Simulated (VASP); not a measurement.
# MnO (Fm-3m) in VASP: a series of runs

MnO is run at these levels: LDA, PBE, RPBE+D4; tasks: single point.

All numbers are computed with VASP 6.6.1; they aren't measurements. Logs are shortened: lines on timing, memory, paths and dates and some standing lists are left out, and cuts for length are marked.

## 1. The cell of the first run

Symmetry: Fm-3m, No. 225, cubic system. The conventional cell has a = 4.448 Å, b = 4.448 Å, c = 4.448 Å, α = 90.00°, β = 90.00°, γ = 90.00°. Within 2.9 Å of Mn (site symmetry m-3m) lie 6 O at 2.22 Å. Within 2.9 Å of O (site symmetry m-3m) lie 6 Mn at 2.22 Å.

## 2. Single point, LDA, collinear spin, ferromagnetic start

The input, INCAR:

```
ALGO = Normal ; EDIFF = 1E-6
ENCUT = 520 ; GGA = CA
ISIF = 2 ; ISMEAR = -1
ISPIN = 2 ; LASPH = T
LCHARG = F ; LMAXMIX = 4
LORBIT = 11 ; LREAL = F
LWAVE = F ; MAGMOM = 4 0
NBANDS = 20 ; NELM = 150
PREC = Accurate ; SIGMA = 0.05
```

The input, KPOINTS:

```
k-points
0
Gamma
  10 10 10
```

The input, POSCAR:

```
MnO
1.0
    0.0000000000      2.2239077028      2.2239077028
    2.2239077028      0.0000000000      2.2239077028
    2.2239077028      2.2239077028      0.0000000000
Mn O
1 1
Direct
    0.0000000000      0.0000000000      0.0000000000
    0.5000000000      0.5000000000      0.5000000000
```

Potentials or basis: VASP PAW LDA potentials, release 64 (Mn_pv, O).

Launch:

```bash
$ cat potpaw_LDA.64/Mn_pv/POTCAR potpaw_LDA.64/O/POTCAR > POTCAR
$ mpirun -np 1 vasp_std > vasp.out
```

OUTCAR:

```text
EDIFF = 1E-6
   ENCUT = 520
   GGA = CA
   ISIF = 2
   ISMEAR = -1
   ISPIN = 2
   LASPH = T
   LORBIT = 11
   LREAL = F
   NELM = 150
   PREC = Accurate

 ion  position               nearest neighbor table
   1  0.000  0.000  0.000-   2 2.22   2 2.22   2 2.22   2 2.22   2 2.22   2 2.22
   2  0.500  0.500  0.500-   1 2.22   1 2.22   1 2.22   1 2.22   1 2.22   1 2.22

  LATTYP: Found a face centered cubic cell.
 ALAT       =     4.4478154056

  Lattice vectors:

 A1 = (   0.0000000000,   2.2239077028,   2.2239077028)
 A2 = (   2.2239077028,   0.0000000000,   2.2239077028)
 A3 = (   2.2239077028,   2.2239077028,   0.0000000000)

Analysis of symmetry for initial positions (statically):
=====================================================================
 Subroutine PRICEL returns:
 Original cell was already a primitive cell.

 Routine SETGRP: Setting up the symmetry group for a
 face centered cubic supercell.

 Subroutine GETGRP returns: Found 48 space group operations
 (whereof 48 operations were pure point group operations)
 out of a pool of 48 trial point group operations.

The static configuration has the point symmetry O_h .

Analysis of symmetry for dynamics (positions and initial velocities):
=====================================================================
 Subroutine PRICEL returns:
 Original cell was already a primitive cell.

 Routine SETGRP: Setting up the symmetry group for a
 face centered cubic supercell.

 Subroutine GETGRP returns: Found 48 space group operations
 (whereof 48 operations were pure point group operations)
 out of a pool of 48 trial point group operations.

The dynamic configuration has the point symmetry O_h .

Analysis of structural, dynamic, and magnetic symmetry:
=====================================================================
 Subroutine PRICEL returns:
 Original cell was already a primitive cell.

 Routine SETGRP: Setting up the symmetry group for a
 face centered cubic supercell.

 Subroutine GETGRP returns: Found 48 space group operations
 (whereof 48 operations were pure point group operations)
 out of a pool of 48 trial point group operations.

The overall configuration has the point symmetry O_h .

 Subroutine INISYM returns: Found 48 space group operations
 (whereof 48 operations are pure point group operations),
 and found     1 'primitive' translations

----------------------------------------------------------------------------------------

                                     Primitive cell

  volume of cell :      21.9979

  direct lattice vectors                    reciprocal lattice vectors
     0.000000000  2.223907703  2.223907703    -0.224829474  0.224829474  0.224829474
     2.223907703  0.000000000  2.223907703     0.224829474 -0.224829474  0.224829474
     2.223907703  2.223907703  0.000000000     0.224829474  0.224829474 -0.224829474

  length of vectors
     3.145080435  3.145080435  3.145080435     0.389416073  0.389416073  0.389416073

  position of ions in fractional coordinates (direct lattice)
     0.000000000  0.000000000  0.000000000
     0.500000000  0.500000000  0.500000000

  ion indices of the primitive-cell ions
   primitive index   ion index
                 1           1
                 2           2

----------------------------------------------------------------------------------------

 KPOINTS: k-points

Automatic generation of k-mesh.
 Grid dimensions read from file:
 generate k-points for:   10   10   10

 Generating k-lattice:

  Cartesian coordinates                     Fractional coordinates (reciprocal lattice)
    -0.022482947  0.022482947  0.022482947     0.100000000  0.000000000  0.000000000
     0.022482947 -0.022482947  0.022482947     0.000000000  0.100000000  0.000000000
     0.022482947  0.022482947 -0.022482947     0.000000000  0.000000000  0.100000000

  Length of vectors
     0.038941607  0.038941607  0.038941607

  Shift w.r.t. Gamma in fractional coordinates (k-lattice)
     0.000000000  0.000000000  0.000000000

 Subroutine IBZKPT returns following result:
 ===========================================

 Found     47 irreducible k-points:

 Following reciprocal coordinates:
            Coordinates               Weight
  0.000000  0.000000  0.000000      1.000000
  0.100000  0.000000  0.000000      8.000000
  0.200000  0.000000  0.000000      8.000000
  0.300000  0.000000  0.000000      8.000000
  0.400000  0.000000  0.000000      8.000000
  0.500000  0.000000  0.000000      4.000000
[... 16 lines left out ...]
  0.300000  0.300000  0.000000      6.000000
  0.400000  0.300000  0.000000     24.000000
 [... further k-points ...]
   k-points           NKPTS =     47   k-points in BZ     NKDIM =     47   number of bands    NBANDS=     20
   number of dos      NEDOS =    301   number of ions     NIONS =      2
   total plane-waves  NPLWV =  13824
   dimension x,y,z NGX =    24 NGY =   24 NGZ =   24
   dimension x,y,z NGXF=    48 NGYF=   48 NGZF=   48
   ions per type =               1   1
   NGX,Y,Z   is equivalent  to a cutoff of  12.69, 12.69, 12.69 a.u.
   NGXF,Y,Z  is equivalent  to a cutoff of  25.37, 25.37, 25.37 a.u.
 SYSTEM =  unknown system
   PREC   = accura    normal or accurate (medium, high low for compatibility)
   ISTART =      0    job   : 0-new  1-cont  2-samecut
   ICHARG =      2    charge: 1-file 2-atom 10-const
   ISPIN  =      2    spin polarized calculation?
   LNONCOLLINEAR =      F non collinear calculations
   LSORBIT =      F    spin-orbit coupling
   LASPH  =      T    aspherical Exc in radial PAW
   ENCUT  =  520.0 eV  38.22 Ry    6.18 a.u.   5.85  5.85  5.85*2*pi/ulx,y,z
   NELM   =    150;   NELMIN=  2; NELMDL= -5     # of ELM steps
   EDIFF  = 0.1E-05   stopping-criterion for ELM
   LREAL  =      F    real-space projection
   EDIFFG = 0.1E-04   stopping-criterion for IOM
   NSW    =      0    number of steps for IOM
   IBRION =     -1    ionic relax: 0-MD 1-quasi-New 2-CG
   NFREE  =      0    steps in history (QN), initial steepest desc. (CG)
   ISIF   =      2    stress and relaxation
   ISYM   =      2    0-nonsym 1-usesym 2-fastsym
   POTIM  = 0.5000    time-step for ionic-motion
   TEBEG  =    0.0;   TEEND  =   0.0 temperature during run
   PSTRESS=    0.0 pullay stress
   NELECT =      19.0000    total number of electrons
   NUPDOWN=      -1.0000    fix difference up-down
   EMIN   =  10.00;   EMAX   =-10.00  energy-range for DOS
   EFERMI =   0.00;   METHOD = LEGACY
   ISMEAR =    -1;   SIGMA  =   0.05  broadening in eV -4-tet -1-fermi 0-gaus
   EFERMI_NEDOS =   21; number of points for ismear=-14 and -15
   IALGO  =     38    algorithm
   IMIX   =      4    mixing-type and parameters
     AMIX     =   0.40;   BMIX     =  1.00
     AMIX_MAG =   1.60;   BMIX_MAG =  1.00
  volume/ion in A,a.u.               =      11.00        74.22
  Fermi-wavevector in a.u.,A,eV,Ry     =   1.559071  2.946217 33.071721  2.430703
  Thomas-Fermi vector in A             =   2.662483
   LORBIT       =     11    0 simple, 1 ext, 2 COOP (PROOUT), +10 PAW based schemes
   GGA     = CA    functional components
   LHFCALC =     F    Hartree Fock is set to
   AEXX    =    0.0000 exact exchange contribution
   IVDW    =     0    specifies the selected vdW correction
   LEPSILON=     F    determine dielectric tensor
   LRPA    =     F    only Hartree local field effects (RPA)
 spin polarized calculation
  energy-cutoff  :      520.00
  volume of cell :       22.00
 maximum number of plane-waves:       609
   NGX = 11   NGY = 11   NGZ = 11

 number of electron      18.9999991 magnetization       4.5233995

 Free energy of the ion-electron system (eV)
  ---------------------------------------------------
  ext. energy  EPLUGINS =         0.00000000
  ---------------------------------------------------
  free energy    TOTEN  =       -17.58700077 eV

  energy without entropy =      -17.57593883  energy(sigma->0) =      -17.58146980

 E-fermi :   7.1762     XC(G=0): -12.3830

 val. band max:        7.1200982539   @ k =  -0.4000   0.4000   0.1000
 cond. band min:       7.1958707042   @ k =  -0.2000   0.3000   0.1000
 fundamental gap:      0.0757724503
 Fermi energy:         7.1762152699

 spin component 1

 k-point     1 :       0.0000    0.0000    0.0000
  band No.  band energies     occupation
      1     -42.5456      1.00000
      2     -42.5456      1.00000
      3     -42.5456      1.00000
      4     -12.8488      1.00000
      5       3.3519      1.00000
      6       3.3519      1.00000
[... 12 lines left out ...]
     19      26.8181      0.00000
     20      26.8181      0.00000
[... 507 lines left out ...]
 k-point    24 :       0.4000    0.3000    0.0000
  band No.  band energies     occupation
      1     -42.5942      1.00000
      2     -42.5662      1.00000
      3     -42.5642      1.00000
      4     -11.9924      1.00000
      5      -0.0118      1.00000
      6       1.8958      1.00000
[... 12 lines left out ...]
     19      31.7558      0.00000
     20      33.5610      0.00000

 [... further k-points ...]

 spin component 2

 k-point     1 :       0.0000    0.0000    0.0000
  band No.  band energies     occupation
      1     -38.4637      1.00000
      2     -38.4637      1.00000
      3     -38.4637      1.00000
      4     -12.4111      1.00000
      5       3.7654      1.00000
      6       3.7654      1.00000
[... 12 lines left out ...]
     19      28.4780      0.00000
     20      28.4780      0.00000
[... 507 lines left out ...]
 k-point    24 :       0.4000    0.3000    0.0000
  band No.  band energies     occupation
      1     -38.5247      1.00000
      2     -38.4892      1.00000
      3     -38.4868      1.00000
      4     -11.5706      1.00000
      5       0.7077      1.00000
      6       2.6110      1.00000
[... 12 lines left out ...]
     19      32.8005      0.00000
     20      34.4683      0.00000

 [... further k-points ...]

------------------------ aborting loop because EDIFF is reached ----------------------------------------

  FORCE on cell =-STRESS in cart. coord.  units (eV):
  Direction    XX          YY          ZZ          XY          YZ          ZX
  --------------------------------------------------------------------------------------
  -------------------------------------------------------------------------------------
  Total       -2.4380321     -2.4380321     -2.4380321      0.0000000      0.0000000     -0.0000000
  in kB     -177.5700562   -177.5700562   -177.5700562      0.0000000      0.0000000     -0.0000000
  external PRESSURE =    -177.5700562 kB  Pullay stress =       0.0000000 kB

 VOLUME and BASIS-vectors are now :
 -----------------------------------------------------------------------------
  energy-cutoff  :      520.00
  volume of cell :       22.00
      direct lattice vectors                 reciprocal lattice vectors
     0.000000000  2.223907703  2.223907703    -0.224829474  0.224829474  0.224829474
     2.223907703  0.000000000  2.223907703     0.224829474 -0.224829474  0.224829474
     2.223907703  2.223907703  0.000000000     0.224829474  0.224829474 -0.224829474

 POSITION                                       TOTAL-FORCE (eV/Angst)
 -----------------------------------------------------------------------------------
      0.00000      0.00000      0.00000        -0.000000      0.000000     -0.000000
      2.22391      2.22391      2.22391         0.000000     -0.000000      0.000000
 -----------------------------------------------------------------------------------
    total drift:                                0.000000     -0.000000     -0.000000

  FREE ENERGIE OF THE ION-ELECTRON SYSTEM (eV)
  ---------------------------------------------------
  free  energy   TOTEN  =       -17.5870007697 eV

  energy  without entropy=      -17.5759388289  energy(sigma->0) =      -17.58146980

 total charge

# of ion       s       p       d       tot
------------------------------------------
    1        0.206   6.176   4.995  11.377
    2        1.550   3.374   0.000   4.924
--------------------------------------------------
tot          1.756   9.550   4.995  16.301

 magnetization (x)

# of ion       s       p       d       tot
------------------------------------------
    1        0.029   0.020   4.064   4.113
    2        0.029   0.153   0.000   0.182
--------------------------------------------------
tot          0.057   0.173   4.064   4.294
```

Wall time 16 s (1 thread of Intel Xeon 6975P-C (Granite Rapids), shared host); peak memory 0.15 GiB.

Results:

```yaml
Free_energy: -17.5870 eV
Pressure: -17.8 GPa
Net_moment: 4.52 μB per cell
Site_moments: Mn +4.11; O +0.18 μB
Valence_electrons_inside_the_program's_atomic_spheres: Mn 11.38; O 4.92
```

Levels at points of the mesh, in eV from the Fermi level:
Spin up:
```tsv
k point	band 10	band 11	band 12	band 13	band 14	band 15
(0.00, 0.00, 0.00)	-2.98	-2.49	-2.49	-0.38	14.01	16.29
(0.50, 0.00, 0.00)	-1.67	0.33	0.33	3.52	7.72	11.81
(0.50, 0.50, 0.00)	-1.78	-1.78	-1.68	5.04	7.78	10.46
```
Spin down:
| k point | band 5 | band 6 | band 7 | band 8 | band 9 | band 10 |
| --- | --- | --- | --- | --- | --- | --- |
| (0.00, 0.00, 0.00) | -3.41 | -3.41 | -3.41 | 0.34 | 0.34 | 0.34 |
| (0.50, 0.00, 0.00) | -7.48 | -4.96 | -4.96 | 1.55 | 1.56 | 1.56 |
| (0.50, 0.50, 0.00) | -6.47 | -4.39 | -4.39 | -1.20 | 1.57 | 1.81 |

Caveat: a cell with one magnetic atom can't hold antiferromagnetic order, which such compounds often take; semilocal functionals often make such compounds metallic where correlation or magnetic order opens a gap, which also shifts bond lengths. With open d or f shells a metallic result of LDA can be an artefact of self-interaction; +U or a hybrid may open a gap.

(Part 1 of 2 ends here.)
